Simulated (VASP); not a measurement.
# Nb (Im-3m) in VASP: a series of runs

Runs on Nb. Level: PBEsol. Tasks: single point.

Everything below comes from runs of VASP 6.6.1. Logs are shortened: lines on timing, memory, paths and dates and some standing lists are left out, and cuts for length are marked.

## Step 1: The cell of the first run

The structure is cubic, space group Im-3m (No. 229). The conventional cell has a = 3.131 Å, b = 3.131 Å, c = 3.131 Å, α = 90.00°, β = 90.00°, γ = 90.00°. Within 3.6 Å of Nb (site symmetry m-3m) lie 14 Nb at 2.71 to 3.13 Å.

## Step 2: Single point, PBEsol

Input file INCAR:

```
  PREC = Accurate
  ENCUT = 500
  EDIFF = 1E-6
  ISMEAR = -1
  SIGMA = 0.05
  LREAL = F
  LASPH = T
  NELM = 120
  ALGO = Normal
  ISIF = 2
  LWAVE = F
  LCHARG = F
  GGA = PS
  NBANDS = 12
  GGA_COMPAT = F
```

Input file KPOINTS:

```
Automatic mesh
0
Gamma
  11 11 11
```

Input file POSCAR:

```
Nb
1.0
   -1.5653327821      1.5653327821      1.5653327821
    1.5653327821     -1.5653327821      1.5653327821
    1.5653327821      1.5653327821     -1.5653327821
Nb
1
Direct
    0.0000000000      0.0000000000      0.0000000000
```

Potentials or basis: VASP PAW PBE potentials, release 64 (Nb_sv).

Launch:

```
cat potpaw_PBE.64/Nb_sv/POTCAR > POTCAR
mpirun -np 1 vasp_std > vasp.out
```

OUTCAR:

```text
PREC = Accurate
   ENCUT = 500
   EDIFF = 1E-6
   ISMEAR = -1
   LREAL = F
   LASPH = T
   NELM = 120
   ISIF = 2
   GGA = PS

 ion  position               nearest neighbor table
   1  0.000  0.000  0.000-

  LATTYP: Found a body centered cubic cell.
 ALAT       =     3.1306655642

  Lattice vectors:

 A1 = (  -1.5653327821,   1.5653327821,   1.5653327821)
 A2 = (   1.5653327821,  -1.5653327821,   1.5653327821)
 A3 = (   1.5653327821,   1.5653327821,  -1.5653327821)

Analysis of symmetry for initial positions (statically):
=====================================================================
 Subroutine PRICEL returns:
 Original cell was already a primitive cell.

 Routine SETGRP: Setting up the symmetry group for a
 body centered cubic supercell.

 Subroutine GETGRP returns: Found 48 space group operations
 (whereof 48 operations were pure point group operations)
 out of a pool of 48 trial point group operations.

The static configuration has the point symmetry O_h .

Analysis of symmetry for dynamics (positions and initial velocities):
=====================================================================
 Subroutine PRICEL returns:
 Original cell was already a primitive cell.

 Routine SETGRP: Setting up the symmetry group for a
 body centered cubic supercell.

 Subroutine GETGRP returns: Found 48 space group operations
 (whereof 48 operations were pure point group operations)
 out of a pool of 48 trial point group operations.

The dynamic configuration has the point symmetry O_h .

 Subroutine INISYM returns: Found 48 space group operations
 (whereof 48 operations are pure point group operations),
 and found     1 'primitive' translations

----------------------------------------------------------------------------------------

                                     Primitive cell

  volume of cell :      15.3419

  direct lattice vectors                    reciprocal lattice vectors
    -1.565332782  1.565332782  1.565332782     0.000000000  0.319420896  0.319420896
     1.565332782 -1.565332782  1.565332782     0.319420896  0.000000000  0.319420896
     1.565332782  1.565332782 -1.565332782     0.319420896  0.319420896  0.000000000

  length of vectors
     2.711235909  2.711235909  2.711235909     0.451729363  0.451729363  0.451729363

  position of ions in fractional coordinates (direct lattice)
     0.000000000  0.000000000  0.000000000

  ion indices of the primitive-cell ions
   primitive index   ion index
                 1           1

----------------------------------------------------------------------------------------

 KPOINTS: Automatic mesh

Automatic generation of k-mesh.
 Grid dimensions read from file:
 generate k-points for:   11   11   11

 Generating k-lattice:

  Cartesian coordinates                     Fractional coordinates (reciprocal lattice)
     0.000000000  0.029038263  0.029038263     0.090909091  0.000000000  0.000000000
     0.029038263  0.000000000  0.029038263     0.000000000  0.090909091  0.000000000
     0.029038263  0.029038263  0.000000000     0.000000000  0.000000000  0.090909091

  Length of vectors
     0.041066306  0.041066306  0.041066306

  Shift w.r.t. Gamma in fractional coordinates (k-lattice)
     0.000000000  0.000000000  0.000000000

 Subroutine IBZKPT returns following result:
 ===========================================

 Found     56 irreducible k-points:

 Following reciprocal coordinates:
            Coordinates               Weight
  0.000000  0.000000  0.000000      1.000000
  0.090909  0.000000  0.000000     12.000000
  0.181818  0.000000  0.000000     12.000000
  0.272727  0.000000  0.000000     12.000000
  0.363636  0.000000  0.000000     12.000000
  0.454545  0.000000  0.000000     12.000000
[... 16 lines left out ...]
  0.272727  0.181818  0.090909     48.000000
  0.363636  0.181818  0.090909     24.000000
 [... further k-points ...]
   k-points           NKPTS =     56   k-points in BZ     NKDIM =     56   number of bands    NBANDS=     12
   number of dos      NEDOS =    301   number of ions     NIONS =      1
   total plane-waves  NPLWV =   8000
   dimension x,y,z NGX =    20 NGY =   20 NGZ =   20
   dimension x,y,z NGXF=    40 NGYF=   40 NGZF=   40
   ions per type =               1
   NGX,Y,Z   is equivalent  to a cutoff of  12.26, 12.26, 12.26 a.u.
   NGXF,Y,Z  is equivalent  to a cutoff of  24.53, 24.53, 24.53 a.u.
 SYSTEM =  unknown system
   PREC   = accura    normal or accurate (medium, high low for compatibility)
   ISTART =      0    job   : 0-new  1-cont  2-samecut
   ICHARG =      2    charge: 1-file 2-atom 10-const
   ISPIN  =      1    spin polarized calculation?
   LNONCOLLINEAR =      F non collinear calculations
   LSORBIT =      F    spin-orbit coupling
   LASPH  =      T    aspherical Exc in radial PAW
   ENCUT  =  500.0 eV  36.75 Ry    6.06 a.u.   4.94  4.94  4.94*2*pi/ulx,y,z
   NELM   =    120;   NELMIN=  2; NELMDL= -5     # of ELM steps
   EDIFF  = 0.1E-05   stopping-criterion for ELM
   LREAL  =      F    real-space projection
[... 7 lines left out ...]
   TEBEG  =    0.0;   TEEND  =   0.0 temperature during run
   PSTRESS=    0.0 pullay stress
   NELECT =      13.0000    total number of electrons
   NUPDOWN=      -1.0000    fix difference up-down
   EMIN   =  10.00;   EMAX   =-10.00  energy-range for DOS
   EFERMI =   0.00;   METHOD = LEGACY
   ISMEAR =    -1;   SIGMA  =   0.05  broadening in eV -4-tet -1-fermi 0-gaus
   EFERMI_NEDOS =   21; number of points for ismear=-14 and -15
   IALGO  =     38    algorithm
   IMIX   =      4    mixing-type and parameters
     AMIX     =   0.40;   BMIX     =  1.00
     AMIX_MAG =   1.60;   BMIX_MAG =  1.00
  volume/ion in A,a.u.               =      15.34       103.53
  Fermi-wavevector in a.u.,A,eV,Ry     =   1.549159  2.927486 32.652526  2.399893
  Thomas-Fermi vector in A             =   2.654006
   LORBIT       =      0    0 simple, 1 ext, 2 COOP (PROOUT), +10 PAW based schemes
   GGA     = PS    functional components
   LHFCALC =     F    Hartree Fock is set to
   AEXX    =    0.0000 exact exchange contribution
   IVDW    =     0    specifies the selected vdW correction
   LEPSILON=     F    determine dielectric tensor
   LRPA    =     F    only Hartree local field effects (RPA)
 non-spin polarized calculation
  energy-cutoff  :      500.00
  volume of cell :       15.34
 maximum number of plane-waves:       402
   NGX =  9   NGY =  9   NGZ =  9

 number of electron      13.0000002 magnetization

 Free energy of the ion-electron system (eV)
  ---------------------------------------------------
  ext. energy  EPLUGINS =         0.00000000
  ---------------------------------------------------
  free energy    TOTEN  =       -10.75700512 eV

  energy without entropy =      -10.74211319  energy(sigma->0) =      -10.74955916

 E-fermi :  13.4592     XC(G=0): -13.4815

 val. band max:       13.4496087090   @ k =  -0.3636   0.4545   0.1818
 cond. band min:      13.4675280912   @ k =   0.0909   0.0000   0.0000
 fundamental gap:      0.0179193822
 Fermi energy:        13.4591672219

 k-point     1 :       0.0000    0.0000    0.0000
  band No.  band energies     occupation
      1     -40.6972      2.00000
      2     -15.5580      2.00000
      3     -15.5580      2.00000
      4     -15.5580      2.00000
      5       7.2612      2.00000
      6      13.7298      0.00887
      7      13.7298      0.00887
      8      13.7298      0.00887
      9      17.2041      0.00000
     10      17.2041      0.00000
     11      28.0482      0.00000
     12      28.0482      0.00000

 k-point     2 :       0.0909    0.0000    0.0000
  band No.  band energies     occupation
      1     -40.6617      2.00000
      2     -15.7528      2.00000
      3     -15.6150      2.00000
      4     -15.5604      2.00000
      5       7.6699      2.00000
      6      13.4675      0.91659
      7      13.6562      0.03815
      8      14.1331      0.00000
      9      16.8109      0.00000
     10      17.1993      0.00000
     11      28.4055      0.00000
     12      28.7522      0.00000

 k-point     3 :       0.1818    0.0000    0.0000
  band No.  band energies     occupation
      1     -40.5655      2.00000
      2     -16.2564      2.00000
      3     -15.7654      2.00000
      4     -15.5671      2.00000
      5       8.6712      2.00000
      6      12.8385      1.99999
      7      13.3601      1.75758
      8      15.2996      0.00000
      9      16.4410      0.00000
     10      17.2461      0.00000
     11      28.9899      0.00000
     12      30.6942      0.00000
[... 286 lines left out ...]
 k-point    23 :       0.2727    0.1818    0.0909
  band No.  band energies     occupation
      1     -40.2326      2.00000
      2     -17.3908      2.00000
      3     -16.4341      2.00000
      4     -15.9293      2.00000
      5      10.7389      2.00000
      6      11.5744      2.00000
      7      13.5060      0.56336
      8      17.6178      0.00000
      9      18.2340      0.00000
     10      23.3514      0.00000
     11      27.0256      0.00000
     12      28.2355      0.00000

 k-point    24 :       0.3636    0.1818    0.0909
  band No.  band energies     occupation
      1     -40.2055      2.00000
      2     -17.4048      2.00000
      3     -16.5768      2.00000
      4     -15.9468      2.00000
      5      10.6087      2.00000
      6      11.5186      2.00000
      7      14.1757      0.00000
      8      17.7962      0.00000
      9      18.3235      0.00000
     10      24.3079      0.00000
     11      25.9476      0.00000
     12      27.5201      0.00000

 [... further k-points ...]

------------------------ aborting loop because EDIFF is reached ----------------------------------------

  FORCE on cell =-STRESS in cart. coord.  units (eV):
  Direction    XX          YY          ZZ          XY          YZ          ZX
  --------------------------------------------------------------------------------------
  -------------------------------------------------------------------------------------
  Total        2.8433204      2.8433204      2.8433204     -0.0000000      0.0000000      0.0000000
  in kB      296.9315495    296.9315495    296.9315495     -0.0000000      0.0000000      0.0000000
  external PRESSURE =     296.9315495 kB  Pullay stress =       0.0000000 kB

 VOLUME and BASIS-vectors are now :
 -----------------------------------------------------------------------------
  energy-cutoff  :      500.00
  volume of cell :       15.34
      direct lattice vectors                 reciprocal lattice vectors
    -1.565332782  1.565332782  1.565332782     0.000000000  0.319420896  0.319420896
     1.565332782 -1.565332782  1.565332782     0.319420896  0.000000000  0.319420896
     1.565332782  1.565332782 -1.565332782     0.319420896  0.319420896  0.000000000

 POSITION                                       TOTAL-FORCE (eV/Angst)
 -----------------------------------------------------------------------------------
      0.00000      0.00000      0.00000        -0.000000     -0.000000     -0.000000
 -----------------------------------------------------------------------------------
    total drift:                                0.000000     -0.000000     -0.000000

  FREE ENERGIE OF THE ION-ELECTRON SYSTEM (eV)
  ---------------------------------------------------
  free  energy   TOTEN  =       -10.7570051234 eV

  energy  without entropy=      -10.7421131889  energy(sigma->0) =      -10.74955916
```

It took 5.5 s on 1 thread of AMD EPYC 9R45 (Zen 5), shared host; peak memory 0.09 GiB.

Results:

```
Free energy            : -10.7570 eV
Pressure               : 29.7 GPa
Band gap on the k mesh : zero (an odd number of electrons rules out a gap without spin polarisation)
```

Levels at points of the mesh, in eV from the Fermi level:
| k point | band 2 | band 3 | band 4 | band 5 | band 6 | band 7 | band 8 | band 9 | band 10 | band 11 |
| --- | --- | --- | --- | --- | --- | --- | --- | --- | --- | --- |
| (0.00, 0.00, 0.00) | -29.02 | -29.02 | -29.02 | -6.20 | 0.27 | 0.27 | 0.27 | 3.74 | 3.74 | 14.59 |

Caveat: the cell stands under pressure; the PAW data sets were made with another functional, which shifts forces and pressure a little.

## Step 3: Single point, PBEsol

This run uses another cell than the first one, of 16.71 Å³/atom.

Input file INCAR:

```
SYSTEM = Nb
PREC = Accurate
ENCUT = 500
EDIFF = 1E-6
ISMEAR = -1
SIGMA = 0.05
LREAL = .FALSE.
LASPH = .TRUE.
NELM = 120
ALGO = Normal
ISIF = 2
LWAVE = .FALSE.
LCHARG = .FALSE.
GGA = PS
NBANDS = 12
GGA_COMPAT = .FALSE.
```

Input file KPOINTS:

```
regular mesh
0
G
  11 11 11
  0 0 0
```

Input file POSCAR:

```
Nb
1.0
   -1.6105519969      1.6105519969      1.6105519969
    1.6105519969     -1.6105519969      1.6105519969
    1.6105519969      1.6105519969     -1.6105519969
Nb
1
Direct
    0.0000000000      0.0000000000      0.0000000000
```

Potentials or basis: VASP PAW PBE potentials, release 64 (Nb_sv).

Launch:

```
cat potpaw_PBE.64/Nb_sv/POTCAR > POTCAR
mpirun -np 1 vasp_std > vasp.out
```

OUTCAR:

```text
SYSTEM = Nb
   PREC = Accurate
   ENCUT = 500
   EDIFF = 1E-6
   ISMEAR = -1
   LREAL = .FALSE.
   LASPH = .TRUE.
   NELM = 120
   ISIF = 2
   GGA = PS

 ion  position               nearest neighbor table
   1  0.000  0.000  0.000-

  LATTYP: Found a body centered cubic cell.
 ALAT       =     3.2211039938

  Lattice vectors:

 A1 = (  -1.6105519969,   1.6105519969,   1.6105519969)
 A2 = (   1.6105519969,  -1.6105519969,   1.6105519969)
[... 538 lines left out ...]
     12      25.4803      0.00000

 [... further k-points ...]

------------------------ aborting loop because EDIFF is reached ----------------------------------------

  FORCE on cell =-STRESS in cart. coord.  units (eV):
  Direction    XX          YY          ZZ          XY          YZ          ZX
  --------------------------------------------------------------------------------------
  -------------------------------------------------------------------------------------
  Total        1.0021362      1.0021362      1.0021362     -0.0000000      0.0000000      0.0000000
  in kB       96.0844454     96.0844454     96.0844454     -0.0000000      0.0000000      0.0000000
  external PRESSURE =      96.0844454 kB  Pullay stress =       0.0000000 kB

 VOLUME and BASIS-vectors are now :
 -----------------------------------------------------------------------------
  energy-cutoff  :      500.00
  volume of cell :       16.71
      direct lattice vectors                 reciprocal lattice vectors
    -1.610551997  1.610551997  1.610551997     0.000000000  0.310452566  0.310452566
     1.610551997 -1.610551997  1.610551997     0.310452566  0.000000000  0.310452566
     1.610551997  1.610551997 -1.610551997     0.310452566  0.310452566  0.000000000

 POSITION                                       TOTAL-FORCE (eV/Angst)
 -----------------------------------------------------------------------------------
      0.00000      0.00000      0.00000         0.000000      0.000000      0.000000
 -----------------------------------------------------------------------------------
    total drift:                               -0.000000     -0.000000      0.000000

  FREE ENERGIE OF THE ION-ELECTRON SYSTEM (eV)
  ---------------------------------------------------
  free  energy   TOTEN  =       -10.9226149695 eV

  energy  without entropy=      -10.9069181345  energy(sigma->0) =      -10.91476655
```

OSZICAR:

```text
N       E                     dE             d eps       ncg     rms          rms(c)
DAV:   1     0.111825553867E+03    0.11183E+03   -0.72317E+03  1352   0.105E+03
DAV:   2    -0.680455759412E+01   -0.11863E+03   -0.11427E+03  1464   0.384E+02
DAV:   3    -0.110657111537E+02   -0.42612E+01   -0.40722E+01  1892   0.638E+01
DAV:   4    -0.113343528426E+02   -0.26864E+00   -0.26570E+00  1840   0.149E+01
DAV:   5    -0.113479671043E+02   -0.13614E-01   -0.13610E-01  1924   0.265E+00    0.825E+00
DAV:   6    -0.109619299531E+02    0.38604E+00   -0.57689E-01  2172   0.966E+00    0.298E+00
DAV:   7    -0.109175045060E+02    0.44425E-01   -0.17767E-01  2220   0.529E+00    0.934E-01
DAV:   8    -0.109225543877E+02   -0.50499E-02   -0.12826E-02  1560   0.148E+00    0.331E-02
DAV:   9    -0.109226064102E+02   -0.52023E-04   -0.95719E-04  2092   0.275E-01    0.427E-02
DAV:  10    -0.109226197300E+02   -0.13320E-04   -0.25856E-05  1648   0.577E-02    0.230E-02
DAV:  11    -0.109226152159E+02    0.45141E-05   -0.86729E-06  1748   0.506E-02    0.265E-03
DAV:  12    -0.109226149695E+02    0.24644E-06   -0.28190E-07   984   0.755E-03
   1 F= -.10922615E+02 E0= -.10914767E+02  d E =-.156968E-01
```

It took 5.5 s on 1 thread of AMD EPYC 9R45 (Zen 5), shared host; peak memory 0.09 GiB.

Results:

```
Free energy            : -10.9226 eV
Pressure               : 9.6 GPa
Band gap on the k mesh : zero (an odd number of electrons rules out a gap without spin polarisation)
```

Levels at points of the mesh, in eV from the Fermi level:
```csv
k point,band 3,band 4,band 5,band 6,band 7,band 8,band 9,band 10
"(0.00, 0.00, 0.00)",-29.29,-29.29,-6.06,0.37,0.37,0.37,3.54,3.54
```

Caveat: the cell stands under pressure; the PAW data sets were made with another functional, which shifts forces and pressure a little.
